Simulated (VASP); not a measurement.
# ZnSe (F-43m) in VASP: further runs

The runs below take ZnSe through single point, with LDA.

Program: VASP 6.6.1. These are calculated values, not measurements. Logs are shortened: lines on timing, memory, paths and dates and some standing lists are left out, and cuts for length are marked.

## Step 1: The cell of the first run

It takes space group F-43m (No. 216, cubic). The conventional cell has a = 5.665 Å, b = 5.665 Å, c = 5.665 Å, α = 90.00°, β = 90.00°, γ = 90.00°. Zn (site symmetry -43m) has 4 Se at 2.45 Å within 3.2 Å. Within 3.2 Å of Se (site symmetry -43m) lie 4 Zn at 2.45 Å.

## Step 2: Single point, LDA

File INCAR:

```
SYSTEM = ZnSe
ALGO = Normal ; EDIFF = 1E-6
ENCUT = 520 ; GGA = CA
ISIF = 2 ; ISMEAR = 0
LASPH = .TRUE. ; LCHARG = .FALSE.
LREAL = .FALSE. ; LWAVE = .FALSE.
NBANDS = 16 ; NELM = 80
PREC = Accurate ; SIGMA = 0.1
```

File KPOINTS:

```
k-points
0
G
  6 6 6
  0 0 0
```

File POSCAR:

```
ZnSe
1.0
    0.0000000000      2.8324425400      2.8324425400
    2.8324425400      0.0000000000      2.8324425400
    2.8324425400      2.8324425400      0.0000000000
Zn Se
1 1
Direct
    0.0000000000      0.0000000000      0.0000000000
    0.2500000000      0.2500000000      0.2500000000
```

Potentials or basis: VASP PAW LDA potentials, release 64 (Zn, Se).

On the command line:

```sh
cat potpaw_LDA.64/Zn/POTCAR potpaw_LDA.64/Se/POTCAR > POTCAR
mpirun -np 1 vasp_std > vasp.out
```

OUTCAR:

```text
SYSTEM = ZnSe
   EDIFF = 1E-6
   ENCUT = 520
   GGA = CA
   ISIF = 2
   ISMEAR = 0
   LASPH = .TRUE.
   LREAL = .FALSE.
   NELM = 80
   PREC = Accurate

 ion  position               nearest neighbor table
   1  0.000  0.000  0.000-   2 2.45   2 2.45   2 2.45   2 2.45
   2  0.250  0.250  0.250-   1 2.45   1 2.45   1 2.45   1 2.45

  LATTYP: Found a face centered cubic cell.
 ALAT       =     5.6648850800

  Lattice vectors:

 A1 = (   0.0000000000,   2.8324425400,   2.8324425400)
 A2 = (   2.8324425400,   0.0000000000,   2.8324425400)
 A3 = (   2.8324425400,   2.8324425400,   0.0000000000)

Analysis of symmetry for initial positions (statically):
=====================================================================
 Subroutine PRICEL returns:
 Original cell was already a primitive cell.

 Routine SETGRP: Setting up the symmetry group for a
 face centered cubic supercell.

 Subroutine GETGRP returns: Found 24 space group operations
 (whereof 24 operations were pure point group operations)
 out of a pool of 48 trial point group operations.

The static configuration has the point symmetry T_d .

Analysis of symmetry for dynamics (positions and initial velocities):
=====================================================================
 Subroutine PRICEL returns:
 Original cell was already a primitive cell.

 Routine SETGRP: Setting up the symmetry group for a
 face centered cubic supercell.

 Subroutine GETGRP returns: Found 24 space group operations
 (whereof 24 operations were pure point group operations)
 out of a pool of 48 trial point group operations.

The dynamic configuration has the point symmetry T_d .

 Subroutine INISYM returns: Found 24 space group operations
 (whereof 24 operations are pure point group operations),
 and found     1 'primitive' translations

----------------------------------------------------------------------------------------

                                     Primitive cell

  volume of cell :      45.4478

  direct lattice vectors                    reciprocal lattice vectors
     0.000000000  2.832442540  2.832442540    -0.176526088  0.176526088  0.176526088
     2.832442540  0.000000000  2.832442540     0.176526088 -0.176526088  0.176526088
     2.832442540  2.832442540  0.000000000     0.176526088  0.176526088 -0.176526088

  length of vectors
     4.005678655  4.005678655  4.005678655     0.305752153  0.305752153  0.305752153

  position of ions in fractional coordinates (direct lattice)
     0.000000000  0.000000000  0.000000000
     0.250000000  0.250000000  0.250000000

  ion indices of the primitive-cell ions
   primitive index   ion index
                 1           1
                 2           2

----------------------------------------------------------------------------------------

 KPOINTS: k-points

Automatic generation of k-mesh.
 Grid dimensions read from file:
 generate k-points for:    6    6    6

 Generating k-lattice:

  Cartesian coordinates                     Fractional coordinates (reciprocal lattice)
    -0.029421015  0.029421015  0.029421015     0.166666667  0.000000000  0.000000000
     0.029421015 -0.029421015  0.029421015     0.000000000  0.166666667  0.000000000
     0.029421015  0.029421015 -0.029421015     0.000000000  0.000000000  0.166666667

  Length of vectors
     0.050958692  0.050958692  0.050958692

  Shift w.r.t. Gamma in fractional coordinates (k-lattice)
     0.000000000  0.000000000  0.000000000

 Subroutine IBZKPT returns following result:
 ===========================================

 Found     16 irreducible k-points:

 Following reciprocal coordinates:
            Coordinates               Weight
  0.000000  0.000000  0.000000      1.000000
  0.166667  0.000000  0.000000      8.000000
  0.333333  0.000000  0.000000      8.000000
  0.500000  0.000000  0.000000      4.000000
  0.166667  0.166667  0.000000      6.000000
  0.333333  0.166667  0.000000     24.000000
[... 8 lines left out ...]
 -0.333333  0.333333  0.166667     24.000000
 -0.333333  0.500000  0.166667     12.000000
   k-points           NKPTS =     16   k-points in BZ     NKDIM =     16   number of bands    NBANDS=     16
   number of dos      NEDOS =    301   number of ions     NIONS =      2
   total plane-waves  NPLWV =  27000
   dimension x,y,z NGX =    30 NGY =   30 NGZ =   30
   dimension x,y,z NGXF=    60 NGYF=   60 NGZF=   60
   ions per type =               1   1
   NGX,Y,Z   is equivalent  to a cutoff of  12.45, 12.45, 12.45 a.u.
   NGXF,Y,Z  is equivalent  to a cutoff of  24.90, 24.90, 24.90 a.u.
 SYSTEM =  ZnSe
   PREC   = accura    normal or accurate (medium, high low for compatibility)
   ISTART =      0    job   : 0-new  1-cont  2-samecut
   ICHARG =      2    charge: 1-file 2-atom 10-const
   ISPIN  =      1    spin polarized calculation?
   LNONCOLLINEAR =      F non collinear calculations
   LSORBIT =      F    spin-orbit coupling
   LASPH  =      T    aspherical Exc in radial PAW
   ENCUT  =  520.0 eV  38.22 Ry    6.18 a.u.   7.45  7.45  7.45*2*pi/ulx,y,z
   NELM   =     80;   NELMIN=  2; NELMDL= -5     # of ELM steps
   EDIFF  = 0.1E-05   stopping-criterion for ELM
   LREAL  =      F    real-space projection
   EDIFFG = 0.1E-04   stopping-criterion for IOM
   NSW    =      0    number of steps for IOM
   IBRION =     -1    ionic relax: 0-MD 1-quasi-New 2-CG
   NFREE  =      0    steps in history (QN), initial steepest desc. (CG)
   ISIF   =      2    stress and relaxation
   ISYM   =      2    0-nonsym 1-usesym 2-fastsym
   POTIM  = 0.5000    time-step for ionic-motion
   TEBEG  =    0.0;   TEEND  =   0.0 temperature during run
   PSTRESS=    0.0 pullay stress
   NELECT =      18.0000    total number of electrons
   NUPDOWN=      -1.0000    fix difference up-down
   EMIN   =  10.00;   EMAX   =-10.00  energy-range for DOS
   EFERMI =   0.00;   METHOD = LEGACY
   ISMEAR =     0;   SIGMA  =   0.10  broadening in eV -4-tet -1-fermi 0-gaus
   EFERMI_NEDOS =   21; number of points for ismear=-14 and -15
   IALGO  =     38    algorithm
   IMIX   =      4    mixing-type and parameters
     AMIX     =   0.40;   BMIX     =  1.00
     AMIX_MAG =   1.60;   BMIX_MAG =  1.00
  volume/ion in A,a.u.               =      22.72       153.35
  Fermi-wavevector in a.u.,A,eV,Ry     =   1.202249  2.271922 19.665909  1.445404
  Thomas-Fermi vector in A             =   2.338036
   LORBIT       =      0    0 simple, 1 ext, 2 COOP (PROOUT), +10 PAW based schemes
   GGA     = CA    functional components
   LHFCALC =     F    Hartree Fock is set to
   AEXX    =    0.0000 exact exchange contribution
   IVDW    =     0    specifies the selected vdW correction
   LEPSILON=     F    determine dielectric tensor
   LRPA    =     F    only Hartree local field effects (RPA)
 non-spin polarized calculation
 Gauss-broadening in eV      SIGMA  =   0.10
  energy-cutoff  :      520.00
  volume of cell :       45.45
 maximum number of plane-waves:      1243
 NGX is ok and might be reduce to    30
   NGX = 15   NGY = 15   NGZ = 15

 number of electron      18.0000010 magnetization

 Free energy of the ion-electron system (eV)
  ---------------------------------------------------
  ext. energy  EPLUGINS =         0.00000000
  ---------------------------------------------------
  free energy    TOTEN  =        -7.34559259 eV

  energy without entropy =       -7.34559259  energy(sigma->0) =       -7.34559259

 E-fermi :   1.9440     XC(G=0):  -9.7043

 val. band max:        1.5240577017   @ k =   0.0000   0.0000   0.0000
 cond. band min:       2.5959676406   @ k =   0.0000   0.0000   0.0000
 fundamental gap:      1.0719099389
 Fermi energy:         1.9439588048

 k-point     1 :       0.0000    0.0000    0.0000
  band No.  band energies     occupation
      1     -11.7745      2.00000
      2      -5.1617      2.00000
      3      -5.1617      2.00000
      4      -5.1617      2.00000
      5      -4.8017      2.00000
      6      -4.8017      2.00000
[... 8 lines left out ...]
     15      12.9994      0.00000
     16      12.9994      0.00000

 k-point     2 :       0.1667    0.0000    0.0000
  band No.  band energies     occupation
      1     -11.5984      2.00000
      2      -5.1450      2.00000
      3      -5.1355      2.00000
      4      -5.1355      2.00000
      5      -4.8035      2.00000
      6      -4.8035      2.00000
[... 8 lines left out ...]
     15      11.9314      0.00000
     16      12.2906      0.00000

 k-point     3 :       0.3333    0.0000    0.0000
  band No.  band energies     occupation
      1     -11.2031      2.00000
      2      -5.0918      2.00000
      3      -5.0918      2.00000
      4      -4.9897      2.00000
      5      -4.7954      2.00000
      6      -4.7954      2.00000
[... 8 lines left out ...]
     15      12.5131      0.00000
     16      12.5131      0.00000

 k-point     4 :       0.5000    0.0000    0.0000
  band No.  band energies     occupation
      1     -10.9772      2.00000
      2      -5.0761      2.00000
      3      -5.0761      2.00000
      4      -4.7836      2.00000
      5      -4.7836      2.00000
      6      -4.6411      2.00000
[... 8 lines left out ...]
     15      14.5750      0.00000
     16      14.5750      0.00000
[... 172 lines left out ...]
 k-point    14 :       0.5000    0.3333    0.1667
  band No.  band energies     occupation
      1     -10.9288      2.00000
      2      -5.0688      2.00000
      3      -5.0268      2.00000
      4      -4.9259      2.00000
      5      -4.7856      2.00000
      6      -4.7318      2.00000
[... 8 lines left out ...]
     15      14.2736      0.00000
     16      15.7588      0.00000

 k-point    15 :      -0.3333    0.3333    0.1667
  band No.  band energies     occupation
      1     -10.7746      2.00000
      2      -5.0509      2.00000
      3      -4.9981      2.00000
      4      -4.8376      2.00000
      5      -4.8070      2.00000
      6      -4.5535      2.00000
[... 8 lines left out ...]
     15      14.4457      0.00000
     16      15.5045      0.00000

 k-point    16 :      -0.3333    0.5000    0.1667
  band No.  band energies     occupation
      1     -10.7032      2.00000
      2      -5.0642      2.00000
      3      -4.9518      2.00000
      4      -4.8789      2.00000
      5      -4.7873      2.00000
      6      -4.5268      2.00000
[... 8 lines left out ...]
     15      15.2473      0.00000
     16      15.5561      0.00000

------------------------ aborting loop because EDIFF is reached ----------------------------------------

  FORCE on cell =-STRESS in cart. coord.  units (eV):
  Direction    XX          YY          ZZ          XY          YZ          ZX
  --------------------------------------------------------------------------------------
  -------------------------------------------------------------------------------------
  Total       -0.8473979     -0.8473979     -0.8473979      0.0000000      0.0000000     -0.0000000
  in kB      -29.8733986    -29.8733986    -29.8733986      0.0000000      0.0000000     -0.0000000
  external PRESSURE =     -29.8733986 kB  Pullay stress =       0.0000000 kB

 VOLUME and BASIS-vectors are now :
 -----------------------------------------------------------------------------
  energy-cutoff  :      520.00
  volume of cell :       45.45
      direct lattice vectors                 reciprocal lattice vectors
     0.000000000  2.832442540  2.832442540    -0.176526088  0.176526088  0.176526088
     2.832442540  0.000000000  2.832442540     0.176526088 -0.176526088  0.176526088
     2.832442540  2.832442540  0.000000000     0.176526088  0.176526088 -0.176526088

 POSITION                                       TOTAL-FORCE (eV/Angst)
 -----------------------------------------------------------------------------------
      0.00000      0.00000      0.00000        -0.000000     -0.000000     -0.000000
      1.41622      1.41622      1.41622         0.000000      0.000000      0.000000
 -----------------------------------------------------------------------------------
    total drift:                               -0.000001     -0.000001     -0.000001

  FREE ENERGIE OF THE ION-ELECTRON SYSTEM (eV)
  ---------------------------------------------------
  free  energy   TOTEN  =        -7.3455925936 eV

  energy  without entropy=       -7.3455925936  energy(sigma->0) =       -7.34559259
```

Wall time 24 s (1 thread of Intel Xeon 8259CL, shared host); peak memory 0.15 GiB.

What came out:

```yaml
Free_energy: -7.3456 eV
Pressure: -3.0 GPa
Band_gap_on_the_k_mesh: 1.07 eV
```

Levels at points of the mesh, in eV from the valence-band top:
```
           k point  band 7  band 8  band 9  band 10  band 11  band 12
(0.00, 0.00, 0.00)    0.00    0.00    0.00     1.07     5.70     5.70
(0.50, 0.00, 0.00)   -5.30   -0.88   -0.88     2.37     6.28     6.28
(0.50, 0.50, 0.00)   -4.84   -2.21   -2.21     2.80     3.32    10.53
```

## Step 3: Single point, LDA

This run uses another cell than the first one, of 21.57 Å³/atom.

File INCAR:

```
SYSTEM = ZnSe
ALGO = Normal
EDIFF = 1E-7
ENCUT = 520
ISIF = 2
ISMEAR = 0
LASPH = .TRUE.
LCHARG = .FALSE.
LREAL = .FALSE.
LWAVE = .FALSE.
NBANDS = 16
NELM = 100
PREC = Accurate
SIGMA = 0.02
```

File KPOINTS:

```
k-points
0
G
  12 12 12
  0 0 0
```

File POSCAR:

```
ZnSe
1.0
    0.0000000000      2.7836616796      2.7836616796
    2.7836616796      0.0000000000      2.7836616796
    2.7836616796      2.7836616796      0.0000000000
Zn Se
1 1
Direct
    0.0000000000      0.0000000000      0.0000000000
    0.2500000000      0.2500000000      0.2500000000
```

Potentials or basis: VASP PAW LDA potentials, release 64 (Zn, Se).

On the command line:

```sh
cat potpaw_LDA.64/Zn/POTCAR potpaw_LDA.64/Se/POTCAR > POTCAR
mpirun -np 1 vasp_std > vasp.out
```

Wall time 1.8 min (1 thread of Intel Xeon 8259CL, shared host); peak memory 0.18 GiB.

Results (log left out):

```yaml
Free_energy: -7.3727 eV
Pressure: 0.4 GPa
Band_gap_on_the_k_mesh: 1.29 eV
```

Levels at points of the mesh, in eV from the valence-band top:
| k point | band 7 | band 8 | band 9 | band 10 | band 11 | band 12 |
| --- | --- | --- | --- | --- | --- | --- |
| (0.00, 0.00, 0.00) | 0.00 | 0.00 | 0.00 | 1.29 | 5.68 | 5.68 |
| (0.50, 0.00, 0.00) | -5.64 | -0.96 | -0.96 | 2.47 | 6.27 | 6.27 |
| (0.50, 0.50, 0.00) | -5.07 | -2.40 | -2.40 | 2.69 | 3.32 | 10.93 |
